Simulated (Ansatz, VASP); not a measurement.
## Zn in VASP and in Ansatz

```
Zn
1.0
    -1.54749    1.54749    1.54749
     1.54749   -1.54749    1.54749
     1.54749    1.54749   -1.54749
Zn
1
Direct
  0.00000 0.00000 0.00000
```

Alike in both runs: task single point; functional RPBE; k mesh 16 × 16 × 16; occupations fermi-dirac, width 0.1 eV; no spin polarisation.

|  | VASP | Ansatz |
| --- | --- | --- |
| version | VASP 6.6.1 | Ansatz 0.2.0 |
| potentials or method | VASP PAW PBE potentials, release 64 (Zn), cutoff 520 eV | plane waves (420 eV) with PAW, scalar-relativistic |
| valence electrons in the cell | 12 | 12 |

|  | VASP | Ansatz | Ansatz less VASP |
| --- | --- | --- | --- |
| pressure (GPa) | 6.3 | 5.9 | -0.34 |

VASP's potentials were made for PBE, not for RPBE.
